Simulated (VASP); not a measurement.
# Ta (P6_3/mmc) in VASP: a series of runs

Ta is run at these levels: PBE; tasks: single point, relaxation of cell and atoms.

All numbers are computed with VASP 6.6.1; they aren't measurements. Logs are shortened: lines on timing, memory, paths and dates and some standing lists are left out, and cuts for length are marked.

## Step 1: The cell of the first run

Symmetry: P6_3/mmc, No. 194, hexagonal system. The conventional cell has a = 2.335 Å, b = 2.335 Å, c = 3.914 Å, α = 90.00°, β = 90.00°, γ = 120.00°. Within 3.1 Å of Ta (site symmetry -6m2) lie 12 Ta at 2.34 to 2.38 Å.

## Step 2: Single point, PBE

The input, INCAR:

```
SYSTEM = Ta
PREC = Accurate ; ENCUT = 520
EDIFF = 1E-6 ; ISMEAR = -1
SIGMA = 0.08 ; LREAL = .FALSE.
LASPH = .TRUE. ; NELM = 60
ALGO = Normal ; ISIF = 2
LWAVE = .FALSE. ; LCHARG = .TRUE.
GGA = PE ; LELF = .TRUE.
LVHAR = .TRUE. ; NBANDS = 18
```

The input, KPOINTS:

```
regular mesh
0
G
  19 19 10
  0 0 0
```

The input, POSCAR:

```
Ta
1.0
    2.3352024407      0.0000000000      0.0000000000
   -1.1676012204      2.0223446366      0.0000000000
    0.0000000000      0.0000000000      3.9143950816
Ta
2
Direct
    0.3333333333      0.6666666667      0.2500000000
    0.6666666667      0.3333333333      0.7500000000
```

Potentials or basis: VASP PAW PBE potentials, release 64 (Ta_pv).

Launch:

```console
cat potpaw_PBE.64/Ta_pv/POTCAR > POTCAR
mpirun -np 1 vasp_std > vasp.out
```

OUTCAR:

```text
SYSTEM = Ta
   PREC = Accurate
   ENCUT = 520
   EDIFF = 1E-6
   ISMEAR = -1
   LREAL = .FALSE.
   LASPH = .TRUE.
   NELM = 60
   ISIF = 2
   GGA = PE

 ion  position               nearest neighbor table
   1  0.333  0.667  0.250-   2 2.38   2 2.38   2 2.38   2 2.38   2 2.38   2 2.38   2 3.33   2 3.33
                             2 3.33   2 3.33   2 3.33   2 3.33
   2  0.667  0.333  0.750-   1 2.38   1 2.38   1 2.38   1 2.38   1 2.38   1 2.38   1 3.33   1 3.33
                             1 3.33   1 3.33   1 3.33   1 3.33

  LATTYP: Found a hexagonal cell.
 ALAT       =     2.3352024407
 C/A-ratio  =     1.6762551346

  Lattice vectors:

 A1 = (   2.3352024407,   0.0000000000,   0.0000000000)
 A2 = (  -1.1676012204,   2.0223446366,   0.0000000000)
 A3 = (   0.0000000000,   0.0000000000,   3.9143950816)

Analysis of symmetry for initial positions (statically):
=====================================================================
 Subroutine PRICEL returns:
 Original cell was already a primitive cell.

 Routine SETGRP: Setting up the symmetry group for a
 hexagonal supercell.

 Subroutine GETGRP returns: Found 24 space group operations
 (whereof 12 operations were pure point group operations)
 out of a pool of 24 trial point group operations.

The static configuration has the point symmetry D_3d.
 The point group associated with its full space group is D_6h.

Analysis of symmetry for dynamics (positions and initial velocities):
=====================================================================
 Subroutine PRICEL returns:
 Original cell was already a primitive cell.

 Routine SETGRP: Setting up the symmetry group for a
 hexagonal supercell.

 Subroutine GETGRP returns: Found 24 space group operations
 (whereof 12 operations were pure point group operations)
 out of a pool of 24 trial point group operations.

The dynamic configuration has the point symmetry D_3d.
 The point group associated with its full space group is D_6h.

 Subroutine INISYM returns: Found 24 space group operations
 (whereof 12 operations are pure point group operations),
 and found     1 'primitive' translations

----------------------------------------------------------------------------------------

                                     Primitive cell

  volume of cell :      18.4861

  direct lattice vectors                    reciprocal lattice vectors
     2.335202441  0.000000000  0.000000000     0.428228398  0.247237781  0.000000000
    -1.167601220  2.022344637  0.000000000     0.000000000  0.494475562  0.000000000
     0.000000000  0.000000000  3.914395082     0.000000000  0.000000000  0.255467315

[... 84 lines left out ...]
   LREAL  =      F    real-space projection
   EDIFFG = 0.1E-04   stopping-criterion for IOM
   NSW    =      0    number of steps for IOM
   IBRION =     -1    ionic relax: 0-MD 1-quasi-New 2-CG
   NFREE  =      0    steps in history (QN), initial steepest desc. (CG)
   ISIF   =      2    stress and relaxation
   ISYM   =      2    0-nonsym 1-usesym 2-fastsym
   POTIM  = 0.5000    time-step for ionic-motion
   TEBEG  =    0.0;   TEEND  =   0.0 temperature during run
   PSTRESS=    0.0 pullay stress
   NELECT =      22.0000    total number of electrons
   NUPDOWN=      -1.0000    fix difference up-down
   EMIN   =  10.00;   EMAX   =-10.00  energy-range for DOS
   EFERMI =   0.00;   METHOD = LEGACY
   ISMEAR =    -1;   SIGMA  =   0.08  broadening in eV -4-tet -1-fermi 0-gaus
   EFERMI_NEDOS =   21; number of points for ismear=-14 and -15
   IALGO  =     38    algorithm
   IMIX   =      4    mixing-type and parameters
     AMIX     =   0.40;   BMIX     =  1.00
     AMIX_MAG =   1.60;   BMIX_MAG =  1.00
  volume/ion in A,a.u.               =       9.24        62.38
  Fermi-wavevector in a.u.,A,eV,Ry     =   1.734873  3.278434 40.950586  3.009783
  Thomas-Fermi vector in A             =   2.808586
   LORBIT       =      0    0 simple, 1 ext, 2 COOP (PROOUT), +10 PAW based schemes
   GGA     = PE    functional components
   LHFCALC =     F    Hartree Fock is set to
   AEXX    =    0.0000 exact exchange contribution
   IVDW    =     0    specifies the selected vdW correction
   LEPSILON=     F    determine dielectric tensor
   LRPA    =     F    only Hartree local field effects (RPA)
 non-spin polarized calculation
  energy-cutoff  :      520.00
  volume of cell :       18.49
 maximum number of plane-waves:       537
 NGX is ok and might be reduce to    18

 number of electron      21.9999998 magnetization

 Free energy of the ion-electron system (eV)
  ---------------------------------------------------
  ext. energy  EPLUGINS =         0.00000000
  ---------------------------------------------------
  free energy    TOTEN  =        -6.39619949 eV

  energy without entropy =       -6.37576430  energy(sigma->0) =       -6.38598189

 E-fermi :  13.2847     XC(G=0): -16.4506

 val. band max:       13.2822288144   @ k =   0.3684   0.0526   0.3000
 cond. band min:      13.3039379656   @ k =   0.2632   0.0000   0.3000
 fundamental gap:      0.0217091512
 Fermi energy:        13.2846850369

 k-point     1 :       0.0000    0.0000    0.0000
  band No.  band energies     occupation
      1     -25.3893      2.00000
      2     -18.5700      2.00000
      3     -18.5700      2.00000
      4     -18.0178      2.00000
      5     -17.7248      2.00000
      6     -17.7248      2.00000
[... 481 lines left out ...]
      5     -19.2960      2.00000
      6     -19.1303      2.00000
[... 10 lines left out ...]
     17      26.3569      0.00000
     18      28.5567      0.00000

 [... further k-points ...]

------------------------ aborting loop because EDIFF is reached ----------------------------------------

  FORCE on cell =-STRESS in cart. coord.  units (eV):
  Direction    XX          YY          ZZ          XY          YZ          ZX
  --------------------------------------------------------------------------------------
  -------------------------------------------------------------------------------------
  Total       57.8787413     57.8787413     57.7842305     -0.0000000      0.0000000      0.0000000
  in kB     5016.3207732   5016.3207731   5008.1295698     -0.0000001      0.0000000      0.0000000
  external PRESSURE =    5013.5903720 kB  Pullay stress =       0.0000000 kB

 VOLUME and BASIS-vectors are now :
 -----------------------------------------------------------------------------
  energy-cutoff  :      520.00
  volume of cell :       18.49
      direct lattice vectors                 reciprocal lattice vectors
     2.335202441  0.000000000  0.000000000     0.428228398  0.247237781  0.000000000
    -1.167601220  2.022344637  0.000000000     0.000000000  0.494475562  0.000000000
     0.000000000  0.000000000  3.914395082     0.000000000  0.000000000  0.255467315

 POSITION                                       TOTAL-FORCE (eV/Angst)
 -----------------------------------------------------------------------------------
     -0.00000      1.34823      0.97860         0.000000     -0.000000      0.000000
      1.16760      0.67411      2.93580        -0.000000      0.000000      0.000000
 -----------------------------------------------------------------------------------
    total drift:                               -0.000000      0.000000     -0.000000

  FREE ENERGIE OF THE ION-ELECTRON SYSTEM (eV)
  ---------------------------------------------------
  free  energy   TOTEN  =        -6.3961994876 eV

  energy  without entropy=       -6.3757642970  energy(sigma->0) =       -6.38598189
```

stdout:

```text
POSCAR found type information on POSCAR Ta
 POSCAR found :  1 types and       2 ions
 scaLAPACK will be used
 LDA part: xc-table for (Slater+PW92), standard interpolation
 POSCAR, INCAR and KPOINTS ok, starting setup
 FFT: planning ... GRIDC
 FFT: planning ... GRID_SOFT
 FFT: planning ... GRID
 WAVECAR not read
 entering main loop
```

Wall time 34 s (1 thread of Intel Xeon 6975P-C (Granite Rapids), shared host); peak memory 0.18 GiB.

Results:

```yaml
Free_energy: -6.3962 eV
Pressure: 501.4 GPa
Band_gap_on_the_k_mesh: zero (band 11 reaches 16.81 eV, above the bottom of band 12 at 11.13 eV)
```

Levels at points of the mesh, in eV from the Fermi level:
```tsv
k point	band 8	band 9	band 10	band 11	band 12	band 13	band 14	band 15
(0.00, 0.00, 0.00)	-8.61	-1.92	-1.07	-1.07	0.80	0.80	3.51	3.51
(0.00, 0.00, 0.50)	-7.14	-1.12	-1.12	-1.12	-1.12	-0.55	-0.55	8.45
```

Caveat: spin-orbit coupling is left out, which moves the levels of the heavy elements.

## Step 3: Single point, PBE

This run uses another cell than the first one, of 9.29 Å³/atom, 1.005 times its volume.

The input, INCAR:

```
SYSTEM = Ta
ALGO = Normal
EDIFF = 1E-6
ENCUT = 520
GGA = PE
ISIF = 2
ISMEAR = -1
LASPH = .True.
LCHARG = .True.
LELF = .True.
LREAL = .False.
LVHAR = .True.
LWAVE = .False.
NBANDS = 18
NELM = 60
PREC = Accurate
SIGMA = 0.08
```

The input, KPOINTS:

```
k-points
0
Gamma
  19 19 10
  0 0 0
```

The input, POSCAR:

```
Ta
1.0
    2.3390558776      0.0000000000      0.0000000000
   -1.1695279388      2.0256818108      0.0000000000
    0.0000000000      0.0000000000      3.9209527085
Ta
2
Direct
    0.3333333333      0.6666666667      0.2500000000
    0.6666666667      0.3333333333      0.7500000000
```

Potentials or basis: VASP PAW PBE potentials, release 64 (Ta_pv).

Launch:

```console
cat potpaw_PBE.64/Ta_pv/POTCAR > POTCAR
mpirun -np 1 vasp_std > vasp.out
```

OUTCAR:

```text
SYSTEM = Ta
   EDIFF = 1E-6
   ENCUT = 520
   GGA = PE
   ISIF = 2
   ISMEAR = -1
   LASPH = .True.
   LREAL = .False.
   NELM = 60
   PREC = Accurate

 ion  position               nearest neighbor table
   1  0.333  0.667  0.250-   2 2.38   2 2.38   2 2.38   2 2.38   2 2.38   2 2.38   2 3.34   2 3.34
                             2 3.34   2 3.34   2 3.34   2 3.34
   2  0.667  0.333  0.750-   1 2.38   1 2.38   1 2.38   1 2.38   1 2.38   1 2.38   1 3.34   1 3.34
                             1 3.34   1 3.34   1 3.34   1 3.34

  LATTYP: Found a hexagonal cell.
 ALAT       =     2.3390558776
 C/A-ratio  =     1.6762971531

  Lattice vectors:

 A1 = (   2.3390558776,   0.0000000000,   0.0000000000)
 A2 = (  -1.1695279388,   2.0256818108,   0.0000000000)
 A3 = (   0.0000000000,   0.0000000000,   3.9209527085)

Analysis of symmetry for initial positions (statically):
=====================================================================
 Subroutine PRICEL returns:
 Original cell was already a primitive cell.

 Routine SETGRP: Setting up the symmetry group for a
 hexagonal supercell.

 Subroutine GETGRP returns: Found 24 space group operations
 (whereof 12 operations were pure point group operations)
 out of a pool of 24 trial point group operations.

[... 163 lines left out ...]

 E-fermi :  13.2167     XC(G=0): -16.4188

 val. band max:       13.2125797676   @ k =   0.2632   0.0000   0.3000
 cond. band min:      13.2256386143   @ k =   0.3684   0.0526   0.3000
 fundamental gap:      0.0130588468
 Fermi energy:        13.2167124578

 k-point     1 :       0.0000    0.0000    0.0000
  band No.  band energies     occupation
      1     -25.3887      2.00000
      2     -18.6482      2.00000
      3     -18.6482      2.00000
      4     -18.1030      2.00000
      5     -17.8133      2.00000
      6     -17.8133      2.00000
[... 481 lines left out ...]
      5     -19.3637      2.00000
      6     -19.2013      2.00000
[... 10 lines left out ...]
     17      26.2119      0.00000
     18      28.4911      0.00000

 [... further k-points ...]

------------------------ aborting loop because EDIFF is reached ----------------------------------------

  FORCE on cell =-STRESS in cart. coord.  units (eV):
  Direction    XX          YY          ZZ          XY          YZ          ZX
  --------------------------------------------------------------------------------------
  -------------------------------------------------------------------------------------
  Total       57.1645944     57.1645944     57.1074854     -0.0000000      0.0000000      0.0000000
  in kB     4929.8565173   4929.8565169   4924.9314586     -0.0000000      0.0000000      0.0000000
  external PRESSURE =    4928.2148309 kB  Pullay stress =       0.0000000 kB

 VOLUME and BASIS-vectors are now :
 -----------------------------------------------------------------------------
  energy-cutoff  :      520.00
  volume of cell :       18.58
      direct lattice vectors                 reciprocal lattice vectors
     2.339055878  0.000000000  0.000000000     0.427522920  0.246830473  0.000000000
    -1.169527939  2.025681811  0.000000000     0.000000000  0.493660946  0.000000000
     0.000000000  0.000000000  3.920952709     0.000000000  0.000000000  0.255040056

 POSITION                                       TOTAL-FORCE (eV/Angst)
 -----------------------------------------------------------------------------------
     -0.00000      1.35045      0.98024        -0.000000      0.000000      0.000000
      1.16953      0.67523      2.94071         0.000000     -0.000000      0.000000
 -----------------------------------------------------------------------------------
    total drift:                               -0.000000      0.000000     -0.000000

  FREE ENERGIE OF THE ION-ELECTRON SYSTEM (eV)
  ---------------------------------------------------
  free  energy   TOTEN  =        -6.6820752622 eV

  energy  without entropy=       -6.6616425364  energy(sigma->0) =       -6.67185890
```

stdout:

```text
POSCAR found type information on POSCAR Ta
 POSCAR found :  1 types and       2 ions
 scaLAPACK will be used
 LDA part: xc-table for (Slater+PW92), standard interpolation
 POSCAR, INCAR and KPOINTS ok, starting setup
 FFT: planning ... GRIDC
 FFT: planning ... GRID_SOFT
 FFT: planning ... GRID
 WAVECAR not read
 entering main loop
```

Wall time 41 s (1 thread of Intel Xeon 6975P-C (Granite Rapids), shared host); peak memory 0.18 GiB.

What came out:

```
Free energy            : -6.6821 eV
Pressure               : 492.8 GPa
Band gap on the k mesh : zero (band 11 reaches 16.73 eV, above the bottom of band 12 at 11.07 eV)
```

Caveat: spin-orbit coupling is left out, which moves the levels of the heavy elements.

## Step 4: Relaxation of cell and atoms, PBE, target pressure 480 GPa, at which the enthalpy is minimised

This run uses another cell than the first one, of the same volume but with other edges.

The input, INCAR:

```
SYSTEM = Ta
ALGO     = Normal         ! electronic algorithm
EDIFF    = 1E-7           ! SCF threshold, eV
EDIFFG   = -0.005         ! ionic threshold
ENCUT    = 600            ! plane-wave cutoff, eV
GGA      = PE             ! functional
IBRION   = 2              ! ionic algorithm
ISIF     = 3              ! what is computed and relaxed
ISMEAR   = -1             ! smearing method
LASPH    = .TRUE.         ! aspherical terms in the spheres
LCHARG   = .FALSE.        ! write CHGCAR
LREAL    = .FALSE.        ! projectors in reciprocal space
LWAVE    = .FALSE.        ! write WAVECAR
NELM     = 80             ! most SCF steps
NSW      = 60             ! ionic steps
PREC     = Accurate       ! precision mode
PSTRESS  = 4800.0       
SIGMA    = 0.08           ! smearing width, eV
```

The input, KPOINTS:

```
k-points
0
G
  19 19 10
  0 0 0
```

The input, POSCAR:

```
Ta
1.0
    2.3628252064      0.0000000000      0.0000000000
   -1.1814126032      2.0462666535      0.0000000000
    0.0000000000      0.0000000000      3.8277768344
Ta
2
Direct
    0.3333333333      0.6666666667      0.2500000000
    0.6666666667      0.3333333333      0.7500000000
```

Launch:

```console
cat potpaw_PBE.64/Ta_pv/POTCAR > POTCAR
mpirun -np 1 vasp_std > vasp.out
```

It took 3.7 min on 1 thread of Intel Xeon 6975P-C (Granite Rapids), shared host; peak memory 0.21 GiB.

It converged, with:

* Free energy: -7.1135 eV
* Relaxed volume: 9.36 Å³/atom
* Relaxed cell: a = 2.345 Å, b = 2.345 Å, c = 3.931 Å, α = 90.00°, β = 90.00°, γ = 120.00°
* Space group after relaxing (to 0.05 Å): P6_3/mmc (No. 194)
* Energy change on relaxing (the enthalpy is what falls): -346.6 meV/atom
* Ionic steps: 13
* Pressure after relaxing: 480.0 GPa
* Band gap on the k mesh: zero (band 11 reaches 16.62 eV, above the bottom of band 12 at 10.97 eV)

The path:
```tsv
step	energy change (eV)	largest force (eV/Å)	pressure (GPa)	volume (Å³)
1	0.0000	0.0000	498.05	18.51
2	-7.0165	0.0000	300.32	21.39
3	-1.0388	0.0000	468.25	18.84
4	-0.9447	0.0000	470.94	18.81
5	0.0662	0.0000	503.39	18.52
6	-0.7151	0.0000	479.42	18.73
7	-0.7309	0.0000	478.89	18.73
8	-0.7259	0.0000	479.06	18.73
9	-0.4196	0.0000	488.06	18.63
10	-0.6896	0.0000	480.13	18.72
11	-0.6904	0.0000	480.12	18.72
12	-0.6972	0.0000	479.88	18.72
13	-0.6932	0.0000	480.00	18.72
```

Final structure:
```
CELL_PARAMETERS angstrom
2.34502 0.00000 0.00000
-1.17251 2.03084 0.00000
0.00000 0.00000 3.93088
ATOMIC_POSITIONS crystal
Ta 0.33333 0.66667 0.25000
Ta 0.66667 0.33333 0.75000
```

Levels at points of the mesh, in eV from the Fermi level:
| k point | band 9 | band 10 | band 11 | band 12 | band 13 | band 14 |
| --- | --- | --- | --- | --- | --- | --- |
| (0.00, 0.00, 0.00) | -1.85 | -1.01 | -1.01 | 0.82 | 0.82 | 3.50 |
| (0.00, 0.00, 0.50) | -1.07 | -1.07 | -1.07 | -1.07 | -0.62 | -0.62 |

Caveat: the cell is relaxed towards a set pressure, so the enthalpy falls and the energy may rise; spin-orbit coupling is left out, which moves the levels of the heavy elements.

## Step 5: Summary

| task | cell | cutoff (eV) | gap on the mesh (eV) | pressure (GPa) |
| --- | --- | --- | --- | --- |
| single point | a = 2.335, b = 2.335, c = 3.914 Å, angles 90.0, 90.0, 120.0°, 2 atoms | 520 | none | 501.4 |
| single point | a = 2.339, b = 2.339, c = 3.921 Å, angles 90.0, 90.0, 120.0°, 2 atoms | 520 | none | 492.8 |
| relaxation of cell and atoms | relaxed to 480 GPa from a = 2.363, b = 2.363, c = 3.828 Å, angles 90.0, 90.0, 120.0°, 2 atoms | 600 | none | 480.0 |

Alike in all rows: level PBE; potentials or basis VASP PAW PBE potentials, release 64 (Ta_pv); no spin polarisation; k mesh 19 × 19 × 10; smearing fermi-dirac 0.08 eV.

Caveats: spin-orbit coupling is left out, which moves the levels of the heavy elements; the cell is relaxed towards a set pressure, so the enthalpy falls and the energy may rise (some runs).

Total energies depend on the potentials used, so only differences within one code and one set of settings carry meaning.
